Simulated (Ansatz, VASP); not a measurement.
**TiO2: VASP beside Ansatz**

The input INCAR:

```
PREC = Accurate
ENCUT = 520
EDIFF = 1E-6
ISMEAR = 0
SIGMA = 0.01
LREAL = F
LASPH = T
NELM = 80
ALGO = Normal
ISIF = 2
LWAVE = F
LCHARG = F
GGA = PS
NBANDS = 33
```

Contents of KPOINTS:

```
Automatic mesh
0
Gamma
  6 6 4
```

POSCAR

```
TiO2
1.0
    2.7060340000     -2.7066550000      0.0000000000
    2.7060340000      2.7066550000      0.0000000000
   -2.6335310000      0.0000000000      4.7966370000
Ti O
2 4
Direct
    0.1525872253      0.8843672253      0.2500000000
    0.8658900000      0.1341100000      0.7500000000
    0.3312210000      0.0887550000      0.6671490000
    0.6687790000      0.9112450000      0.3328510000
    0.9112450000      0.6687790000      0.8328510000
    0.0887550000      0.3312210000      0.1671490000
```

Input for Ansatz:

```yaml
crystal:
  lattice:
    - [2.706034, -2.706655, 0.0]
    - [2.706034, 2.706655, 0.0]
    - [-2.633531, 0.0, 4.796637]
  atoms:
    - { symbol: Ti, position: [0.15258722534158847, 0.8843672253415885, 0.25] }
    - { symbol: Ti, position: [0.86589, 0.13411, 0.75] }
    - { symbol: O, position: [0.331221, 0.088755, 0.667149] }
    - { symbol: O, position: [0.668779, 0.911245, 0.332851] }
    - { symbol: O, position: [0.911245, 0.668779, 0.832851] }
    - { symbol: O, position: [0.088755, 0.331221, 0.167149] }
kpoints:
  mp_grid:
    grid: [6, 6, 4]
hamiltonian:
  xc: pbesol
scf:
  occupations:
    method: fixed
output:
  forces: true
```

Alike in both runs: task single point; functional PBEsol; k mesh 6 × 6 × 4; no spin polarisation.

|  | VASP | Ansatz |
| --- | --- | --- |
| version | VASP 6.6.1 | Ansatz 0.2.0 |
| potentials or method | VASP PAW PBE potentials, release 64 (Ti_sv, O) | plane waves, PAW |
| plane-wave cutoff (eV) | 520 | 420 |
| occupations | gaussian, width 0.01 eV | fixed |
| valence electrons in the cell | 48 | 48 |

|  | VASP | Ansatz | Ansatz less VASP |
| --- | --- | --- | --- |
| rms of the force components (eV/Å) | 0.148 | 0.146 | -0.0014 |

VASP's potentials were made for PBE, not for PBEsol. Atom by atom the forces differ by 0.019 eV/Å (rms over components).
